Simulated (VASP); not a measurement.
# AlCu3: single point with PBEsol

AlCu3:

```
Al Cu
1.0
     3.63187    0.00000    0.00000
     0.00000    3.63187    0.00000
     0.00000    0.00000    3.63187
Al Cu
1 3
Direct
  0.94837 0.00000 0.00000
  0.50000 0.50000 0.00000
  0.50000 0.00000 0.50000
  0.00000 0.50000 0.50000
```

This cell differs from its parent crystal: atom 1 (Al) moved +0.188 Å towards its neighbour atom 1 (Al) at 3.632 Å.

```json
{"Program": "VASP 6.6.1", "Task": "single point", "Functional": "PBEsol", "Potentials or basis": "VASP PAW PBE potentials, release 64 (Al, Cu)", "Cutoff": "520 eV", "k mesh": "14 × 14 × 14", "Occupations": "gaussian, width 0.15 eV", "Spin": "no spin polarisation", "Dipole correction": "no", "Further INCAR settings": "ALGO = Fast; EDIFF = 1e-06; NBANDS = 26"}
```

The pressure is 1.9 GPa, the largest force is 1.405 eV/Å and the band gap on the k mesh is zero (bands 18 and 19 overlap by 5.62 eV).

Forces in eV/Å, atoms in the order of the input:
```
Al   1.405  0.000  0.000
Cu  -0.675  0.000  0.000
Cu  -0.675  0.000  0.000
Cu  -0.055  0.000  0.000
```

Stress tensor (GPa, compression positive):
```
1.74 0.00 0.00
0.00 1.99 0.00
0.00 0.00 1.99
```

Levels at points of the mesh, in eV from the Fermi level:
| k point | band 15 | band 16 | band 17 | band 18 | band 19 | band 20 | band 21 | band 22 |
| --- | --- | --- | --- | --- | --- | --- | --- | --- |
| (0.00, 0.00, 0.00) | -2.09 | -2.09 | -0.30 | -0.30 | -0.23 | 4.34 | 4.37 | 5.05 |
| (0.50, 0.00, 0.00) | -2.94 | -2.55 | -2.12 | 3.57 | 3.57 | 4.11 | 4.11 | 4.77 |
| (0.00, 0.50, 0.00) | -2.93 | -2.52 | -2.09 | 3.77 | 3.79 | 3.90 | 3.91 | 4.77 |
| (0.50, 0.50, 0.00) | -2.93 | -2.80 | -2.40 | -1.23 | -1.22 | 6.00 | 6.46 | 6.82 |
| (0.00, 0.50, 0.50) | -2.88 | -2.81 | -2.37 | -1.25 | -1.25 | 5.91 | 6.47 | 6.47 |
| (0.50, 0.50, 0.50) | -2.85 | -2.28 | -2.28 | -2.26 | -1.51 | 1.33 | 1.73 | 1.73 |

It took 5.9 min on 1 thread of Intel(R) Xeon(R) Platinum 8259CL CPU @ 2.50GHz (Skylake/Cascade Lake) (shared host), peak memory 0.38 GiB.

Caveat: the cell differs from its parent crystal (atom 1 (Al) moved +0.188 Å towards its neighbour atom 1 (Al) at 3.632 Å); the PAW data sets were made with another functional, which shifts forces and pressure a little.
